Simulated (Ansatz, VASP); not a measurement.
Li2S: VASP beside Ansatz

The input POSCAR:

```
Li2S
1.0
    0.0000000000      2.8453387179      2.8453387179
    2.8453387179      0.0000000000      2.8453387179
    2.8453387179      2.8453387179      0.0000000000
Li S
2 1
Direct
    0.2500000000      0.2500000000      0.2500000000
    0.7500000000      0.7500000000      0.7500000000
    0.0000000000      0.0000000000      0.0000000000
```

File INCAR.step1:

```
ALGO = Normal
EDIFF = 1E-5
ENCUT = 830
GGA = PE
GGA_COMPAT = F
ISMEAR = 0
LASPH = T
LCHARG = F
LREAL = F
LWAVE = T
NBANDS = 13
NELM = 120
PREC = Accurate
SIGMA = 0.05
```

Contents of INCAR.step2:

```
ALGO = Normal
EDIFF = 1E-6
ENCUT = 830
GGA_COMPAT = F
ISIF = 2
ISMEAR = 0
ISTART = 1
LASPH = T
LCHARG = F
LMIXTAU = T
LREAL = F
LWAVE = F
METAGGA = R2SCAN
NBANDS = 13
NELM = 120
PREC = Accurate
SIGMA = 0.05
```

The input KPOINTS:

```
k-points
0
Gamma
  8 8 8
```

Input for Ansatz:

```yaml
crystal:
  lattice:
    - [0.0, 2.8453387179, 2.8453387179]
    - [2.8453387179, 0.0, 2.8453387179]
    - [2.8453387179, 2.8453387179, 0.0]
  atoms:
    - { symbol: Li, position: [0.25, 0.25, 0.25] }
    - { symbol: Li, position: [0.75, 0.75, 0.75] }
    - { symbol: S, position: [0.0, 0.0, 0.0] }
basis:
  ecutwfc: 500
  ecutrho_ratio: 4
kpoints:
  mp_grid: { grid: [8, 8, 8] }
  band_path:
    path:
      - [[0.0, 0.0, 0.0], [0.5, 0.0, 0.5], [0.625, 0.25, 0.625]]
      - [[0.375, 0.375, 0.75], [0.0, 0.0, 0.0], [0.5, 0.5, 0.5], [0.5, 0.25, 0.75], [0.5, 0.0, 0.5]]
    npoints: 14
hamiltonian:
  xc: r2scan
scf:
  occupations: { method: gaussian, width: 0.05 }
  n_extra_bands: 14
output:
  forces: true
  stress: true
  eigenvalues: true
  populations: true
  dos: { projected: true, de: 0.02, nscf_kmesh: { grid: [12, 12, 12] } }
  bader: true
  write_density: true
  write_potential: true
  elf: true
  volumetric_format: npy
```

Alike in both runs: task single point; functional r2SCAN; k mesh 8 × 8 × 8; occupations gaussian, width 0.05 eV; no spin polarisation.

|  | VASP | Ansatz |
| --- | --- | --- |
| version | VASP 6.6.1 | Ansatz 0.2.0 |
| potentials or method | VASP PAW PBE potentials, release 64 (Li_sv, S), cutoff 830 eV | scalar-relativistic, plane waves, PAW |
| valence electrons in the cell | 12 | 12 |

|  | VASP | Ansatz | Ansatz less VASP |
| --- | --- | --- | --- |
| gap on the k mesh at the Fermi level (eV) | 3.86 | 3.87 | +0.017 |
| least direct gap on the mesh (eV) | 5.05 | 4.96 | -0.093 |
| pressure (GPa) | -0.2 | 0.0 | +0.21 |

VASP's potentials were made for PBE, not for r2SCAN.
